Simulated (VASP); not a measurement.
Input of a VASP 6.6.1 run:

The input INCAR:

```
PREC = Accurate ; ENCUT = 910
EDIFF = 1E-6 ; ISMEAR = -1
SIGMA = 0.02 ; LREAL = Auto
LASPH = True ; NELM = 120
ALGO = Normal ; ISIF = 2
LWAVE = False ; LCHARG = False
GGA = PE ; IVDW = 12
NBANDS = 56 ; GGA_COMPAT = False
```

Contents of KPOINTS:

```
regular mesh
0
Gamma
  1 1 1
```

File POSCAR:

```
H4C2O
1.0
    8.5689890000      0.0000000000      0.0000000000
    0.0000000000      8.5689890000      0.0000000000
    0.0000000000      0.0000000000      8.5689890000
O C H
4 8 16
Direct
    0.6210767688      0.0927647357     -0.0610106980
    0.5535775574      0.8240528725      0.3515817327
    0.1857745412      0.9189065361      0.6362477534
   -0.0096860902      0.5089048428      0.6770810419
    0.7287324094      0.0339013155     -0.1180302600
    0.5981335721      0.9448489198      0.3345318800
    0.2081809184      0.8142500825      0.5551179958
   -0.0290466005      0.6135612964      0.6025331576
    0.4335167194      0.4377879351      0.5845730459
    0.1312756966      0.5878873225      0.0454195938
    0.6657378134      0.4592607133      0.2065354501
    0.1470535205      0.1775588695      0.3200027448
    0.3634734506      0.4998606020      0.4928352691
    0.3520485322      0.3810951327      0.6659595432
    0.4951342568      0.5341120172      0.6540094753
    0.5004090914      0.3442179702      0.5216484698
    0.0393161900      0.6086949114      0.1316841462
    0.1472985903      0.6804303285     -0.0378224316
    0.0952271032      0.4675464048     -0.0091259307
    0.2393864667      0.5589457519      0.1112149870
    0.7569387707      0.3658657982      0.1974678693
    0.6289306708      0.4691568632      0.3228385519
    0.5638821569      0.4181123351      0.1335280043
    0.7198865584      0.5723779083      0.1753649118
    0.0970592914      0.2339482522      0.4214849616
    0.2107716558      0.0722372266      0.3497145346
    0.2293619469      0.2666708990      0.2696000660
    0.0564010527      0.1495859080      0.2375542786
```

Potentials or basis: VASP PAW PBE potentials, release 64 (O_h, C_h, H_h).

The run is started by

```sh
$ cat potpaw_PBE.64/O_h/POTCAR potpaw_PBE.64/C_h/POTCAR potpaw_PBE.64/H_h/POTCAR > POTCAR
$ mpirun -np 1 vasp_gam > vasp.out
```

(1) Predict the dispersion energy per atom.

(2) What does it give for the largest force?

(3) Predict the pressure.

Answers

(1) -0.023 eV.

(2) 3.114 eV/Å.

(3) -0.5 GPa.

Caveat: the k points lie up to 0.73 Å⁻¹ apart; the cutoff is under 1.25 times the usual one of these potentials, so pressure, stress and relaxed cells hold a basis-set (Pulay) error.
